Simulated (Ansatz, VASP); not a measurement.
## BaTe: VASP beside Ansatz

Contents of POSCAR:

```
BaTe
1.0
    3.4100000000      3.4100000000      0.0000000000
   -3.4100000000      3.4100000000      0.0000000000
    0.0000000000      3.4100000000      3.4100000000
Ba Te
1 1
Direct
    0.0000000000      0.0000000000      0.0000000000
    0.5000000000      0.5000000000      0.0000000000
```

The input INCAR.step1:

```
SYSTEM = BaTe
PREC = Accurate
ENCUT = 600
ISMEAR = -1
SIGMA = 0.05
LREAL = .False.
LASPH = .True.
NELM = 60
GGA = PE
ALGO = Normal
EDIFF = 1E-4
LWAVE = .True.
LCHARG = .False.
```

File INCAR.step2:

```
SYSTEM = BaTe
PREC = Accurate
ENCUT = 600
EDIFF = 1E-6
ISMEAR = -1
SIGMA = 0.05
LREAL = .False.
LASPH = .True.
NELM = 60
ALGO = Normal
ISIF = 3
LWAVE = .False.
LCHARG = .False.
METAGGA = R2SCAN
LMIXTAU = .True.
IBRION = 2
NSW = 100
EDIFFG = -0.002
ISTART = 1
```

Contents of KPOINTS:

```
regular mesh
0
Gamma
  10 10 10
  0 0 0
```

Input for Ansatz:

```yaml
crystal:
  lattice:
    - [3.41, 3.41, 0.0]
    - [-3.41, 3.41, 0.0]
    - [0.0, 3.41, 3.41]
  atoms:
    - { symbol: Ba, position: [0.0, 0.0, 0.0] }
    - { symbol: Te, position: [0.5, 0.5, 0.0] }
kpoints:
  mp_grid: { grid: [10, 10, 10] }
scf:
  occupations: { method: fermi_dirac, width: 0.05 }
hamiltonian:
  xc: r2scan
  pseudopotentials: { kind: paw }
relax:
  f_tol: 0.002
  max_steps: 80
  cell: {}
output:
  forces: true
  stress: true
```

Alike in both runs: task relaxation of cell and atoms; functional r2SCAN; k mesh 10 × 10 × 10; occupations fermi-dirac, width 0.05 eV; no spin polarisation.

```csv
,VASP,Ansatz
version,VASP 6.6.1,Ansatz 0.2.0
potentials or method,"VASP PAW PBE potentials, release 64 (Ba_sv, Te)","PAW with Ansatz's default frozen-core files, scalar-relativistic"
plane-wave cutoff (eV),600,500
valence electrons in the cell,16,26
```

|  | VASP | Ansatz | Ansatz less VASP |
| --- | --- | --- | --- |
| relaxed volume (Å³/atom) | 44.48 | 44.03 | -0.452 |
| relaxed cell length with the largest relative difference (Å) | 5.011 | 4.994 | -0.0170 |

VASP's potentials were made for PBE, not for r2SCAN. VASP's potentials hold 16 valence electrons a cell and Ansatz's 26, so a difference there can come from the potentials and not from the codes.

Spin-orbit coupling is off throughout.
